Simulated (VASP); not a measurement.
Input of a VASP 6.6.1 run:

INCAR

```
ALGO = Normal
EDIFF = 1E-6
ENCUT = 520
GGA = PE
GGA_COMPAT = F
ISIF = 2
ISMEAR = -1
LASPH = T
LCHARG = F
LNONCOLLINEAR = T
LORBIT = 11
LORBMOM = T
LREAL = F
LSORBIT = T
LWAVE = F
MAGMOM = 0 0 0 0 0 0 0 0 0 0 0 0
NBANDS = 50
NELM = 150
PREC = Accurate
SIGMA = 0.02
```

KPOINTS

```
k-points
0
Gamma
  12 12 4
```

POSCAR

```
CdS
1.0
    4.1646212874      0.0000000000      0.0000000000
   -2.0823106437      3.6066678320      0.0000000000
    0.0000000000      0.0000000000      6.7659752894
Cd S
2 2
Direct
    0.3333333333      0.6666666667     -0.0009650946
    0.6666666667      0.3333333333      0.4990349054
    0.3333333333      0.6666666667      0.3759650946
    0.6666666667      0.3333333333      0.8759650946
```

Potentials or basis: VASP PAW PBE potentials, release 64 (Cd, S).

Command:

```console
$ cat potpaw_PBE.64/Cd/POTCAR potpaw_PBE.64/S/POTCAR > POTCAR
$ mpirun -np 1 vasp_ncl > vasp.out
```

**Question.** Predict the pressure.

**Answer.** 1.7 GPa.

**Question.** Estimate the net moment.

**Answer.** 0.00 μB per cell.

Stress tensor (GPa, compression positive):
```
1.63 0.00 0.00
0.00 1.63 0.00
0.00 0.00 1.71
```
